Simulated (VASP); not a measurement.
# Cs (P6_3/mmc) in VASP: notebook

Cs is run at these levels: PBE; tasks: single point.

Program: VASP 6.6.1. These are calculated values, not measurements. Logs are shortened: lines on timing, memory, paths and dates and some standing lists are left out, and cuts for length are marked.

## Step 1: The cell of the first run

Symmetry: P6_3/mmc, No. 194, hexagonal system. The conventional cell has a = 5.566 Å, b = 5.566 Å, c = 9.258 Å, α = 90.00°, β = 90.00°, γ = 120.00°.

This isn't the form of Cs at room conditions, which is bcc.

## Step 2: Single point, PBE

File INCAR:

```
ALGO = Fast
EDIFF = 1E-6
ENCUT = 520
GGA = PE
ISIF = 2
ISMEAR = 0
LASPH = True
LCHARG = True
LELF = True
LREAL = False
LVHAR = True
LWAVE = False
NBANDS = 16
NELM = 60
PREC = Accurate
SIGMA = 0.05
```

File KPOINTS:

```
k-points
0
Gamma
  9 9 4
```

File POSCAR:

```
Cs
1.0
    5.5663060538      0.0000000000      0.0000000000
   -2.7831530269      4.8205624479      0.0000000000
    0.0000000000      0.0000000000      9.2584789600
Cs
2
Direct
    0.3333333300      0.6666666700      0.2500000000
    0.6666666700      0.3333333300      0.7500000000
```

Potentials or basis: VASP PAW PBE potentials, release 64 (Cs_sv).

Started as:

```
cat potpaw_PBE.64/Cs_sv/POTCAR > POTCAR
mpirun -np 1 vasp_std > vasp.out
```

OUTCAR:

```text
EDIFF = 1E-6
   ENCUT = 520
   GGA = PE
   ISIF = 2
   ISMEAR = 0
   LASPH = True
   LREAL = False
   NELM = 60
   PREC = Accurate

 ion  position               nearest neighbor table
   1  0.333  0.667  0.250-
   2  0.667  0.333  0.750-

  LATTYP: Found a hexagonal cell.
 ALAT       =     5.5663060538
 C/A-ratio  =     1.6633075635

  Lattice vectors:

 A1 = (   5.5663060538,   0.0000000000,   0.0000000000)
 A2 = (  -2.7831530269,   4.8205624479,   0.0000000000)
 A3 = (   0.0000000000,   0.0000000000,   9.2584789600)

Analysis of symmetry for initial positions (statically):
=====================================================================
 Subroutine PRICEL returns:
 Original cell was already a primitive cell.

 Routine SETGRP: Setting up the symmetry group for a
 hexagonal supercell.

 Subroutine GETGRP returns: Found 24 space group operations
 (whereof 12 operations were pure point group operations)
 out of a pool of 24 trial point group operations.

The static configuration has the point symmetry D_3d.
 The point group associated with its full space group is D_6h.

Analysis of symmetry for dynamics (positions and initial velocities):
=====================================================================
 Subroutine PRICEL returns:
 Original cell was already a primitive cell.

 Routine SETGRP: Setting up the symmetry group for a
 hexagonal supercell.

 Subroutine GETGRP returns: Found 24 space group operations
 (whereof 12 operations were pure point group operations)
 out of a pool of 24 trial point group operations.

The dynamic configuration has the point symmetry D_3d.
 The point group associated with its full space group is D_6h.

 Subroutine INISYM returns: Found 24 space group operations
 (whereof 12 operations are pure point group operations),
 and found     1 'primitive' translations

----------------------------------------------------------------------------------------

                                     Primitive cell

  volume of cell :     248.4302

  direct lattice vectors                    reciprocal lattice vectors
     5.566306054  0.000000000  0.000000000     0.179652357  0.103722336  0.000000000
    -2.783153027  4.820562448  0.000000000     0.000000000  0.207444673  0.000000000
     0.000000000  0.000000000  9.258478960     0.000000000  0.000000000  0.108009102

  length of vectors
     5.566306054  5.566306054  9.258478960     0.207444673  0.207444673  0.108009102

  position of ions in fractional coordinates (direct lattice)
     0.333333330  0.666666670  0.250000000
     0.666666670  0.333333330  0.750000000

  ion indices of the primitive-cell ions
   primitive index   ion index
                 1           1
                 2           2

----------------------------------------------------------------------------------------

 KPOINTS: k-points

Automatic generation of k-mesh.
 Grid dimensions read from file:
 generate k-points for:    9    9    4

 Generating k-lattice:

  Cartesian coordinates                     Fractional coordinates (reciprocal lattice)
     0.019961373  0.011524704  0.000000000     0.111111111  0.000000000  0.000000000
     0.000000000  0.023049408  0.000000000     0.000000000  0.111111111  0.000000000
     0.000000000  0.000000000  0.027002276     0.000000000  0.000000000  0.250000000

  Length of vectors
     0.023049408  0.023049408  0.027002276

  Shift w.r.t. Gamma in fractional coordinates (k-lattice)
     0.000000000  0.000000000  0.000000000

 Subroutine IBZKPT returns following result:
 ===========================================

 Found     36 irreducible k-points:

 Following reciprocal coordinates:
            Coordinates               Weight
  0.000000  0.000000  0.000000      1.000000
  0.111111 -0.000000  0.000000      6.000000
  0.222222 -0.000000  0.000000      6.000000
  0.333333 -0.000000  0.000000      6.000000
  0.444444 -0.000000  0.000000      6.000000
  0.111111  0.111111  0.000000      6.000000
[... 16 lines left out ...]
  0.333333  0.222222  0.250000     24.000000
  0.333333  0.333333  0.250000      4.000000
 [... further k-points ...]
   k-points           NKPTS =     36   k-points in BZ     NKDIM =     36   number of bands    NBANDS=     16
   number of dos      NEDOS =    301   number of ions     NIONS =      2
   total plane-waves  NPLWV = 123480
   dimension x,y,z NGX =    42 NGY =   42 NGZ =   70
   dimension x,y,z NGXF=    84 NGYF=   84 NGZF=  140
   ions per type =               2
   NGX,Y,Z   is equivalent  to a cutoff of  12.54, 12.54, 12.57 a.u.
   NGXF,Y,Z  is equivalent  to a cutoff of  25.09, 25.09, 25.14 a.u.
 SYSTEM =  unknown system
   PREC   = accura    normal or accurate (medium, high low for compatibility)
   ISTART =      0    job   : 0-new  1-cont  2-samecut
   ICHARG =      2    charge: 1-file 2-atom 10-const
   ISPIN  =      1    spin polarized calculation?
   LNONCOLLINEAR =      F non collinear calculations
   LSORBIT =      F    spin-orbit coupling
   LASPH  =      T    aspherical Exc in radial PAW
   ENCUT  =  520.0 eV  38.22 Ry    6.18 a.u.  10.35 10.35 17.21*2*pi/ulx,y,z
   NELM   =     60;   NELMIN=  2; NELMDL= -5     # of ELM steps
   EDIFF  = 0.1E-05   stopping-criterion for ELM
   LREAL  =      F    real-space projection
   EDIFFG = 0.1E-04   stopping-criterion for IOM
   NSW    =      0    number of steps for IOM
   IBRION =     -1    ionic relax: 0-MD 1-quasi-New 2-CG
   NFREE  =      0    steps in history (QN), initial steepest desc. (CG)
   ISIF   =      2    stress and relaxation
   ISYM   =      2    0-nonsym 1-usesym 2-fastsym
   POTIM  = 0.5000    time-step for ionic-motion
   TEBEG  =    0.0;   TEEND  =   0.0 temperature during run
   PSTRESS=    0.0 pullay stress
   NELECT =      18.0000    total number of electrons
   NUPDOWN=      -1.0000    fix difference up-down
   EMIN   =  10.00;   EMAX   =-10.00  energy-range for DOS
   EFERMI =   0.00;   METHOD = LEGACY
   ISMEAR =     0;   SIGMA  =   0.05  broadening in eV -4-tet -1-fermi 0-gaus
   EFERMI_NEDOS =   21; number of points for ismear=-14 and -15
   IALGO  =     68    algorithm
   IMIX   =      4    mixing-type and parameters
     AMIX     =   0.40;   BMIX     =  1.00
     AMIX_MAG =   1.60;   BMIX_MAG =  1.00
  volume/ion in A,a.u.               =     124.22       838.24
  Fermi-wavevector in a.u.,A,eV,Ry     =   0.682492  1.289723  6.337529  0.465795
  Thomas-Fermi vector in A             =   1.761581
   LORBIT       =      0    0 simple, 1 ext, 2 COOP (PROOUT), +10 PAW based schemes
   GGA     = PE    functional components
   LHFCALC =     F    Hartree Fock is set to
   AEXX    =    0.0000 exact exchange contribution
   IVDW    =     0    specifies the selected vdW correction
   LEPSILON=     F    determine dielectric tensor
   LRPA    =     F    only Hartree local field effects (RPA)
 non-spin polarized calculation
 RMM-DIIS sequential band-by-band and
 Gauss-broadening in eV      SIGMA  =   0.05
  energy-cutoff  :      520.00
  volume of cell :      248.43
 maximum number of plane-waves:      6724
 NGX is ok and might be reduce to    42
   NGX = 21   NGY = 21   NGZ = 35

 number of electron      18.0000000 magnetization

 Free energy of the ion-electron system (eV)
  ---------------------------------------------------
  ext. energy  EPLUGINS =         0.00000000
  ---------------------------------------------------
  free energy    TOTEN  =        -1.70079679 eV

  energy without entropy =       -1.69786472  energy(sigma->0) =       -1.69933075

 E-fermi :   0.2954     XC(G=0):  -5.2167

 val. band max:        0.2813647760   @ k =   0.3333   0.1111   0.5000
 cond. band min:       0.3422839990   @ k =   0.1111  -0.0000   0.0000
 fundamental gap:      0.0609192229
 Fermi energy:         0.2953708048

 k-point     1 :       0.0000    0.0000    0.0000
  band No.  band energies     occupation
      1     -23.6303      2.00000
      2     -23.6265      2.00000
      3     -10.4843      2.00000
      4     -10.3968      2.00000
      5     -10.3968      2.00000
      6     -10.3859      2.00000
[... 8 lines left out ...]
     15       2.9140      0.00000
     16       2.9144      0.00000

 k-point     2 :       0.1111   -0.0000    0.0000
  band No.  band energies     occupation
      1     -23.6298      2.00000
      2     -23.6263      2.00000
      3     -10.4803      2.00000
      4     -10.4066      2.00000
      5     -10.3998      2.00000
      6     -10.3940      2.00000
[... 8 lines left out ...]
     15       2.7918      0.00000
     16       3.0351      0.00000

 k-point     3 :       0.2222   -0.0000    0.0000
  band No.  band energies     occupation
      1     -23.6287      2.00000
      2     -23.6257      2.00000
      3     -10.4695      2.00000
      4     -10.4315      2.00000
      5     -10.4190      2.00000
      6     -10.4072      2.00000
[... 8 lines left out ...]
     15       2.9096      0.00000
     16       3.0200      0.00000

 k-point     4 :       0.3333   -0.0000    0.0000
  band No.  band energies     occupation
      1     -23.6272      2.00000
      2     -23.6251      2.00000
      3     -10.4600      2.00000
      4     -10.4548      2.00000
      5     -10.4466      2.00000
      6     -10.4153      2.00000
[... 8 lines left out ...]
     15       2.7036      0.00000
     16       3.3578      0.00000
[... 324 lines left out ...]
 k-point    22 :       0.2222    0.2222    0.2500
  band No.  band energies     occupation
      1     -23.6263      2.00000
      2     -23.6251      2.00000
      3     -10.4657      2.00000
      4     -10.4610      2.00000
      5     -10.4305      2.00000
      6     -10.4272      2.00000
[... 8 lines left out ...]
     15       2.2082      0.00000
     16       3.2942      0.00000

 k-point    23 :       0.3333    0.2222    0.2500
  band No.  band energies     occupation
      1     -23.6255      2.00000
      2     -23.6249      2.00000
      3     -10.4716      2.00000
      4     -10.4644      2.00000
      5     -10.4413      2.00000
      6     -10.4278      2.00000
[... 8 lines left out ...]
     15       2.3718      0.00000
     16       3.2610      0.00000

 k-point    24 :       0.3333    0.3333    0.2500
  band No.  band energies     occupation
      1     -23.6250      2.00000
      2     -23.6250      2.00000
      3     -10.4592      2.00000
      4     -10.4592      2.00000
      5     -10.4584      2.00000
      6     -10.4387      2.00000
[... 8 lines left out ...]
     15       2.4765      0.00000
     16       3.3964      0.00000

 [... further k-points ...]

------------------------ aborting loop because EDIFF is reached ----------------------------------------

  FORCE on cell =-STRESS in cart. coord.  units (eV):
  Direction    XX          YY          ZZ          XY          YZ          ZX
  --------------------------------------------------------------------------------------
  -------------------------------------------------------------------------------------
  Total       -0.1581407     -0.1581407     -0.1883822     -0.0000000      0.0000000      0.0000000
  in kB       -1.0198815     -1.0198815     -1.2149152     -0.0000000      0.0000000      0.0000000
  external PRESSURE =      -1.0848927 kB  Pullay stress =       0.0000000 kB

 VOLUME and BASIS-vectors are now :
 -----------------------------------------------------------------------------
  energy-cutoff  :      520.00
  volume of cell :      248.43
      direct lattice vectors                 reciprocal lattice vectors
     5.566306054  0.000000000  0.000000000     0.179652357  0.103722336  0.000000000
    -2.783153027  4.820562448  0.000000000     0.000000000  0.207444673  0.000000000
     0.000000000  0.000000000  9.258478960     0.000000000  0.000000000  0.108009102

 POSITION                                       TOTAL-FORCE (eV/Angst)
 -----------------------------------------------------------------------------------
     -0.00000      3.21371      2.31462        -0.000000     -0.000000      0.000000
      2.78315      1.60685      6.94386         0.000000      0.000000      0.000000
 -----------------------------------------------------------------------------------
    total drift:                               -0.000005      0.000003     -0.000000

  FREE ENERGIE OF THE ION-ELECTRON SYSTEM (eV)
  ---------------------------------------------------
  free  energy   TOTEN  =        -1.7007967864 eV

  energy  without entropy=       -1.6978647169  energy(sigma->0) =       -1.69933075
```

It took 92 s on 1 thread of Intel Xeon Platinum 8488C (Sapphire Rapids), shared host; peak memory 0.39 GiB.

What came out:

| Quantity | Value |
| --- | --- |
| Free energy | -1.7008 eV |
| Pressure | -0.1 GPa |
| Band gap on the k mesh | zero (bands 9 and 10 overlap by 1.85 eV) |

Caveat: spin-orbit coupling is left out, which moves the levels of the heavy elements.

## Step 3: Single point, PBE

This run uses another cell than the first one, of 139.12 Å³/atom.

File INCAR:

```
SYSTEM = Cs
PREC = Accurate ; ENCUT = 520
EDIFF = 1E-6 ; ISMEAR = 0
SIGMA = 0.05 ; LREAL = .False.
LASPH = .True. ; NELM = 80
ALGO = Fast ; ISIF = 2
LWAVE = .False. ; LCHARG = .False.
GGA = PE ; NBANDS = 16
```

File KPOINTS:

```
regular mesh
0
Gamma
  9 9 4
  0 0 0
```

File POSCAR:

```
Cs
1.0
    5.7806022707      0.0000000000      0.0000000000
   -2.8903011353      5.0061484157      0.0000000000
    0.0000000000      0.0000000000      9.6149194784
Cs
2
Direct
    0.3333333300      0.6666666700      0.2500000000
    0.6666666700      0.3333333300      0.7500000000
```

Potentials or basis: VASP PAW PBE potentials, release 64 (Cs_sv).

Started as:

```
cat potpaw_PBE.64/Cs_sv/POTCAR > POTCAR
mpirun -np 1 vasp_std > vasp.out
```

It took 93 s on 1 thread of Intel Xeon Platinum 8488C (Sapphire Rapids), shared host; peak memory 0.47 GiB.

It converged, with:

* Free energy: -1.6670 eV
* Pressure: -0.3 GPa
* Band gap on the k mesh: zero (bands 9 and 10 overlap by 1.79 eV)

Levels at points of the mesh, in eV from the Fermi level:
| k point | band 6 | band 7 | band 8 | band 9 | band 10 | band 11 | band 12 | band 13 |
| --- | --- | --- | --- | --- | --- | --- | --- | --- |
| (0.00, 0.00, 0.00) | -10.76 | -10.76 | -10.76 | -1.51 | -0.05 | 0.56 | 2.23 | 2.28 |
| (0.00, 0.00, 0.50) | -10.77 | -10.77 | -10.77 | -1.01 | -1.01 | 1.51 | 1.51 | 2.29 |

Caveat: spin-orbit coupling is left out, which moves the levels of the heavy elements.

The gap in the log of VASP goes by the Fermi energy; the results here count the filled bands.